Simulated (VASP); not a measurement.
A run of VASP 6.6.1 is set up as follows.

The input POSCAR:

```
MgS
1.0
    0.0000000000      2.5484108327      2.5484108327
    2.5484108327      0.0000000000      2.5484108327
    2.5484108327      2.5484108327      0.0000000000
Mg S
1 1
Direct
    0.0000000000      0.0000000000      0.0000000000
    0.5000000000      0.5000000000      0.5000000000
```

Contents of INCAR.step1:

```
SYSTEM = MgS
PREC = Accurate ; ENCUT = 520
ISMEAR = 0 ; SIGMA = 0.01
LREAL = .FALSE. ; LASPH = .TRUE.
NELM = 60 ; NBANDS = 11
GGA = PE ; ALGO = Normal
EDIFF = 1E-4 ; LWAVE = .TRUE.
LCHARG = .FALSE.
```

File INCAR.step2:

```
SYSTEM = MgS
PREC = Accurate ; ENCUT = 520
EDIFF = 1E-7 ; ISMEAR = 0
SIGMA = 0.01 ; LREAL = .FALSE.
LASPH = .TRUE. ; NELM = 60
ALGO = Normal ; ISIF = 2
LWAVE = .FALSE. ; LCHARG = .FALSE.
METAGGA = R2SCAN ; LMIXTAU = .TRUE.
NBANDS = 11 ; ISTART = 1
```

File KPOINTS:

```
regular mesh
0
G
  8 8 8
  0 0 0
```

Potentials or basis: VASP PAW PBE potentials, release 64 (Mg, S).

Launch:

```bash
$ cat potpaw_PBE.64/Mg/POTCAR potpaw_PBE.64/S/POTCAR > POTCAR
$ cp INCAR.step1 INCAR
$ mpirun -np 1 vasp_std > vasp.out
$ cp INCAR.step2 INCAR
$ mpirun -np 1 vasp_std > vasp.out
```

(1) Predict the pressure.

(2) Predict the band gap on the k mesh.

## Answers

(1) 5.1 GPa.

(2) 3.57 eV, indirect (least direct gap 5.16 eV).

Caveat: the PAW data sets were made with another functional, which shifts forces and pressure a little.
